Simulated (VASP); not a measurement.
# I (I4/mmm) in VASP: further runs

Aim: see how the results for I move with the level of theory and the settings. Levels: PBE, revPBE. Tasks: single point.

All numbers are computed with VASP 6.6.1; they aren't measurements. Logs are shortened: lines on timing, memory, paths and dates and some standing lists are left out, and cuts for length are marked.

## (1) The cell of the first run

It takes space group I4/mmm (No. 139, tetragonal). Conventional cell: a = 3.277 Å, b = 3.277 Å, c = 8.642 Å, α = 90.00°, β = 90.00°, γ = 90.00°. I (site symmetry 4/mmm) has 4 I at 3.28 Å within 4.3 Å.

## (2) Single point, PBE (46.41 Å³/atom)

Contents of INCAR:

```
PREC     = Accurate       # precision mode
ENCUT    = 520            # plane-wave cutoff, eV
EDIFF    = 1E-6           # SCF threshold, eV
ISMEAR   = -1             # smearing method
SIGMA    = 0.05           # smearing width, eV
LREAL    = False          # projectors in reciprocal space
LASPH    = True           # aspherical terms in the spheres
NELM     = 80             # most SCF steps
ALGO     = Normal         # electronic algorithm
ISIF     = 2              # what is computed and relaxed
LWAVE    = False          # write WAVECAR
LCHARG   = False          # write CHGCAR
GGA      = PE             # functional
NBANDS   = 10             # bands
```

Contents of KPOINTS:

```
Automatic mesh
0
Gamma
  11 11 11
```

Contents of POSCAR:

```
I
1.0
   -1.6387407567      1.6387407567      4.3209303307
    1.6387407567     -1.6387407567      4.3209303307
    1.6387407567      1.6387407567     -4.3209303307
I
1
Direct
    0.0000000000      0.0000000000      0.0000000000
```

Potentials or basis: VASP PAW PBE potentials, release 64 (I).

The run is started by

```bash
$ cat potpaw_PBE.64/I/POTCAR > POTCAR
$ mpirun -np 1 vasp_std > vasp.out
```

OUTCAR:

```text
PREC = Accurate
   ENCUT = 520
   EDIFF = 1E-6
   ISMEAR = -1
   LREAL = False
   LASPH = True
   NELM = 80
   ISIF = 2
   GGA = PE

 ion  position               nearest neighbor table
   1  0.000  0.000  0.000-

  LATTYP: Found a body centered tetragonal cell.
 ALAT       =     3.2774815134
 C/A-ratio  =     2.6367381863

  Lattice vectors:

 A1 = (  -1.6387407567,   1.6387407567,   4.3209303307)
 A2 = (   1.6387407567,  -1.6387407567,   4.3209303307)
 A3 = (   1.6387407567,   1.6387407567,  -4.3209303307)

Analysis of symmetry for initial positions (statically):
=====================================================================
 Subroutine PRICEL returns:
 Original cell was already a primitive cell.

 Routine SETGRP: Setting up the symmetry group for a
 body centered tetragonal supercell.

 Subroutine GETGRP returns: Found 16 space group operations
 (whereof 16 operations were pure point group operations)
 out of a pool of 16 trial point group operations.

The static configuration has the point symmetry D_4h.

Analysis of symmetry for dynamics (positions and initial velocities):
=====================================================================
 Subroutine PRICEL returns:
 Original cell was already a primitive cell.

 Routine SETGRP: Setting up the symmetry group for a
 body centered tetragonal supercell.

 Subroutine GETGRP returns: Found 16 space group operations
 (whereof 16 operations were pure point group operations)
 out of a pool of 16 trial point group operations.

The dynamic configuration has the point symmetry D_4h.

 Subroutine INISYM returns: Found 16 space group operations
 (whereof 16 operations are pure point group operations),
 and found     1 'primitive' translations

----------------------------------------------------------------------------------------

                                     Primitive cell

  volume of cell :      46.4149

  direct lattice vectors                    reciprocal lattice vectors
    -1.638740757  1.638740757  4.320930331     0.000000000  0.305112324  0.115715821
     1.638740757 -1.638740757  4.320930331     0.305112324  0.000000000  0.115715821
     1.638740757  1.638740757 -4.320930331     0.305112324  0.305112324  0.000000000

  length of vectors
     4.903201144  4.903201144  4.903201144     0.326318374  0.326318374  0.431493986

  position of ions in fractional coordinates (direct lattice)
     0.000000000  0.000000000  0.000000000
[... 79 lines left out ...]
   NSW    =      0    number of steps for IOM
   IBRION =     -1    ionic relax: 0-MD 1-quasi-New 2-CG
   NFREE  =      0    steps in history (QN), initial steepest desc. (CG)
   ISIF   =      2    stress and relaxation
   ISYM   =      2    0-nonsym 1-usesym 2-fastsym
   POTIM  = 0.5000    time-step for ionic-motion
   TEBEG  =    0.0;   TEEND  =   0.0 temperature during run
   PSTRESS=    0.0 pullay stress
   NELECT =       7.0000    total number of electrons
   NUPDOWN=      -1.0000    fix difference up-down
   EMIN   =  10.00;   EMAX   =-10.00  energy-range for DOS
   EFERMI =   0.00;   METHOD = LEGACY
   ISMEAR =    -1;   SIGMA  =   0.05  broadening in eV -4-tet -1-fermi 0-gaus
   EFERMI_NEDOS =   21; number of points for ismear=-14 and -15
   IALGO  =     38    algorithm
   IMIX   =      4    mixing-type and parameters
     AMIX     =   0.40;   BMIX     =  1.00
     AMIX_MAG =   1.60;   BMIX_MAG =  1.00
  volume/ion in A,a.u.               =      46.41       313.22
  Fermi-wavevector in a.u.,A,eV,Ry     =   0.871408  1.646723 10.331612  0.759352
  Thomas-Fermi vector in A             =   1.990511
   LORBIT       =      0    0 simple, 1 ext, 2 COOP (PROOUT), +10 PAW based schemes
   GGA     = PE    functional components
   LHFCALC =     F    Hartree Fock is set to
   AEXX    =    0.0000 exact exchange contribution
   IVDW    =     0    specifies the selected vdW correction
   LEPSILON=     F    determine dielectric tensor
   LRPA    =     F    only Hartree local field effects (RPA)
 non-spin polarized calculation
  energy-cutoff  :      520.00
  volume of cell :       46.41
 maximum number of plane-waves:      1272
   NGX = 19   NGY = 19   NGZ = 19

 number of electron       7.0000001 magnetization

 Free energy of the ion-electron system (eV)
  ---------------------------------------------------
  ext. energy  EPLUGINS =         0.00000000
  ---------------------------------------------------
  free energy    TOTEN  =        -1.41785402 eV

  energy without entropy =       -1.41134905  energy(sigma->0) =       -1.41460154

 E-fermi :   2.2765     XC(G=0):  -7.6017

 val. band max:        2.2729729981   @ k =  -0.4545  -0.4545   0.3636
 cond. band min:       2.2773796160   @ k =  -0.0909  -0.1818   0.0909
 fundamental gap:      0.0044066179
 Fermi energy:         2.2765420849

 k-point     1 :       0.0000    0.0000    0.0000
  band No.  band energies     occupation
      1     -11.2739      2.00000
      2       0.0736      2.00000
      3       3.0052      0.00000
      4       3.0052      0.00000
      5       6.5660      0.00000
      6       9.6259      0.00000
      7      10.1417      0.00000
      8      14.6915      0.00000
      9      14.6915      0.00000
     10      14.7193      0.00000
[... 287 lines left out ...]
 k-point    24 :      -0.1818    0.1818    0.0000
  band No.  band energies     occupation
      1     -10.6919      2.00000
      2       0.5455      2.00000
      3       1.0836      2.00000
      4       1.1176      2.00000
      5       7.5503      0.00000
      6      11.1986      0.00000
      7      11.4330      0.00000
      8      12.5654      0.00000
      9      12.9411      0.00000
     10      14.5984      0.00000

 [... further k-points ...]

------------------------ aborting loop because EDIFF is reached ----------------------------------------

  FORCE on cell =-STRESS in cart. coord.  units (eV):
  Direction    XX          YY          ZZ          XY          YZ          ZX
  --------------------------------------------------------------------------------------
  -------------------------------------------------------------------------------------
  Total       -0.3213040     -0.3213040      0.0324348      0.0000000      0.0000000      0.0000000
  in kB      -11.0909564    -11.0909564      1.1196018      0.0000000      0.0000000      0.0000000
  external PRESSURE =      -7.0207704 kB  Pullay stress =       0.0000000 kB

 VOLUME and BASIS-vectors are now :
 -----------------------------------------------------------------------------
  energy-cutoff  :      520.00
  volume of cell :       46.41
      direct lattice vectors                 reciprocal lattice vectors
    -1.638740757  1.638740757  4.320930331     0.000000000  0.305112324  0.115715821
     1.638740757 -1.638740757  4.320930331     0.305112324  0.000000000  0.115715821
     1.638740757  1.638740757 -4.320930331     0.305112324  0.305112324  0.000000000

 POSITION                                       TOTAL-FORCE (eV/Angst)
 -----------------------------------------------------------------------------------
      0.00000      0.00000      0.00000        -0.000000      0.000000      0.000000
 -----------------------------------------------------------------------------------
    total drift:                                0.000000      0.000000      0.000000

  FREE ENERGIE OF THE ION-ELECTRON SYSTEM (eV)
  ---------------------------------------------------
  free  energy   TOTEN  =        -1.4178540222 eV

  energy  without entropy=       -1.4113490519  energy(sigma->0) =       -1.41460154
```

OSZICAR:

```text
N       E                     dE             d eps       ncg     rms          rms(c)
DAV:   1     0.220367936213E+02    0.22037E+02   -0.23594E+03  2520   0.484E+02
DAV:   2    -0.282496509560E+00   -0.22319E+02   -0.21583E+02  3178   0.822E+01
DAV:   3    -0.143507465559E+01   -0.11526E+01   -0.11272E+01  3158   0.190E+01
DAV:   4    -0.144837041183E+01   -0.13296E-01   -0.13294E-01  3214   0.252E+00
DAV:   5    -0.144859061599E+01   -0.22020E-03   -0.22020E-03  3180   0.300E-01    0.438E+00
DAV:   6    -0.142663416364E+01    0.21956E-01   -0.18183E-02  2828   0.630E-01    0.271E+00
DAV:   7    -0.141787140777E+01    0.87628E-02   -0.38287E-02  2764   0.932E-01    0.140E-01
DAV:   8    -0.141784456890E+01    0.26839E-04   -0.15419E-03  2796   0.240E-01    0.259E-02
DAV:   9    -0.141784972192E+01   -0.51530E-05   -0.20648E-05  3336   0.337E-02    0.121E-02
DAV:  10    -0.141785358471E+01   -0.38628E-05   -0.60313E-06  2784   0.142E-02    0.229E-03
DAV:  11    -0.141785402216E+01   -0.43745E-06   -0.33966E-07  2856   0.344E-03
   1 F= -.14178540E+01 E0= -.14146015E+01  d E =-.650497E-02
```

stdout:

```text
POSCAR found type information on POSCAR I
 POSCAR found :  1 types and       1 ions
 scaLAPACK will be used
 LDA part: xc-table for (Slater+PW92), standard interpolation
 POSCAR, INCAR and KPOINTS ok, starting setup
 FFT: planning ... GRIDC
 FFT: planning ... GRID_SOFT
 FFT: planning ... GRID
 WAVECAR not read
 entering main loop
```

It took 48 s on 1 thread of AMD EPYC 7R13 (Zen 3), shared host; peak memory 0.2 GiB.

Results:

```yaml
Free_energy: -1.4179 eV
Pressure: -0.7 GPa
Band_gap_on_the_k_mesh: zero (an odd number of electrons rules out a gap without spin polarisation)
```

Caveat: spin-orbit coupling is left out, which moves the levels of the heavy elements; an odd number of electrons without spin polarisation forces a metal; a magnetic or distorted state may lie lower.

## (3) Single point, PBE (47.31 Å³/atom)

This run uses another cell than the first one, of 47.31 Å³/atom.

Contents of INCAR:

```
ALGO = Normal ; EDIFF = 1E-7
ENCUT = 520 ; GGA = PE
ISIF = 2 ; ISMEAR = -1
LASPH = True ; LCHARG = True
LELF = True ; LREAL = False
LVHAR = True ; LWAVE = False
NBANDS = 10 ; NELM = 80
PREC = Accurate ; SIGMA = 0.05
```

Contents of KPOINTS:

```
k-points
0
Gamma
  11 11 11
```

Contents of POSCAR:

```
I
1.0
   -1.6491788773      1.6491788773      4.3484529220
    1.6491788773     -1.6491788773      4.3484529220
    1.6491788773      1.6491788773     -4.3484529220
I
1
Direct
    0.0000000000      0.0000000000      0.0000000000
```

Potentials or basis: VASP PAW PBE potentials, release 64 (I).

The run is started by

```bash
$ cat potpaw_PBE.64/I/POTCAR > POTCAR
$ mpirun -np 1 vasp_std > vasp.out
```

OUTCAR:

```text
EDIFF = 1E-7
   ENCUT = 520
   GGA = PE
   ISIF = 2
   ISMEAR = -1
   LASPH = True
   LREAL = False
   NELM = 80
   PREC = Accurate

 ion  position               nearest neighbor table
   1  0.000  0.000  0.000-

  LATTYP: Found a body centered tetragonal cell.
 ALAT       =     3.2983577546
 C/A-ratio  =     2.6367381864

  Lattice vectors:

 A1 = (  -1.6491788773,   1.6491788773,   4.3484529220)
 A2 = (   1.6491788773,  -1.6491788773,   4.3484529220)
 A3 = (   1.6491788773,   1.6491788773,  -4.3484529220)

Analysis of symmetry for initial positions (statically):
=====================================================================
 Subroutine PRICEL returns:
 Original cell was already a primitive cell.

 Routine SETGRP: Setting up the symmetry group for a
 body centered tetragonal supercell.

 Subroutine GETGRP returns: Found 16 space group operations
 (whereof 16 operations were pure point group operations)
 out of a pool of 16 trial point group operations.

The static configuration has the point symmetry D_4h.

Analysis of symmetry for dynamics (positions and initial velocities):
[... 164 lines left out ...]
 k-point     1 :       0.0000    0.0000    0.0000
  band No.  band energies     occupation
      1     -11.3634      2.00000
      2      -0.0578      2.00000
      3       2.7790      0.00000
      4       2.7790      0.00000
      5       6.4195      0.00000
      6       9.4568      0.00000
      7       9.9120      0.00000
      8      14.4604      0.00000
      9      14.4604      0.00000
     10      14.4972      0.00000
[... 287 lines left out ...]
 k-point    24 :      -0.1818    0.1818    0.0000
  band No.  band energies     occupation
      1     -10.8016      2.00000
      2       0.4001      2.00000
      3       0.9047      2.00000
      4       0.9532      2.00000
      5       7.4028      0.00000
      6      11.0248      0.00000
      7      11.2609      0.00000
      8      12.3088      0.00000
      9      12.6931      0.00000
     10      14.3354      0.00000

 [... further k-points ...]

------------------------ aborting loop because EDIFF is reached ----------------------------------------

  FORCE on cell =-STRESS in cart. coord.  units (eV):
  Direction    XX          YY          ZZ          XY          YZ          ZX
  --------------------------------------------------------------------------------------
  -------------------------------------------------------------------------------------
  Total       -0.4739736     -0.4739736      0.0299588      0.0000000     -0.0000000      0.0000000
  in kB      -16.0521944    -16.0521944      1.0146218      0.0000000     -0.0000000      0.0000000
  external PRESSURE =     -10.3632557 kB  Pullay stress =       0.0000000 kB

 VOLUME and BASIS-vectors are now :
 -----------------------------------------------------------------------------
  energy-cutoff  :      520.00
  volume of cell :       47.31
      direct lattice vectors                 reciprocal lattice vectors
    -1.649178877  1.649178877  4.348452922     0.000000000  0.303181181  0.114983423
     1.649178877 -1.649178877  4.348452922     0.303181181  0.000000000  0.114983423
     1.649178877  1.649178877 -4.348452922     0.303181181  0.303181181  0.000000000

 POSITION                                       TOTAL-FORCE (eV/Angst)
 -----------------------------------------------------------------------------------
      0.00000      0.00000      0.00000        -0.000000      0.000000      0.000000
 -----------------------------------------------------------------------------------
    total drift:                                0.000000      0.000000     -0.000000

  FREE ENERGIE OF THE ION-ELECTRON SYSTEM (eV)
  ---------------------------------------------------
  free  energy   TOTEN  =        -1.4130092357 eV

  energy  without entropy=       -1.4063821424  energy(sigma->0) =       -1.40969569
```

stdout:

```text
POSCAR found type information on POSCAR I
 POSCAR found :  1 types and       1 ions
 scaLAPACK will be used
 LDA part: xc-table for (Slater+PW92), standard interpolation
 POSCAR, INCAR and KPOINTS ok, starting setup
 FFT: planning ... GRIDC
 FFT: planning ... GRID_SOFT
 FFT: planning ... GRID
 WAVECAR not read
 entering main loop
```

Run time: 74 s. Hardware: 1 thread of AMD EPYC 7R13 (Zen 3), shared host; peak memory 0.23 GiB.

Results:

| Quantity | Value |
| --- | --- |
| Free energy | -1.4130 eV |
| Pressure | -1.0 GPa |
| Band gap on the k mesh | zero (an odd number of electrons rules out a gap without spin polarisation) |

Levels at points of the mesh, in eV from the Fermi level:
| k point | band 1 | band 2 | band 3 | band 4 | band 5 | band 6 |
| --- | --- | --- | --- | --- | --- | --- |
| (0.00, 0.00, 0.00) | -13.44 | -2.13 | 0.70 | 0.70 | 4.34 | 7.38 |

Caveat: spin-orbit coupling is left out, which moves the levels of the heavy elements; an odd number of electrons without spin polarisation forces a metal; a magnetic or distorted state may lie lower.

(Continued in part 2 of 2.)
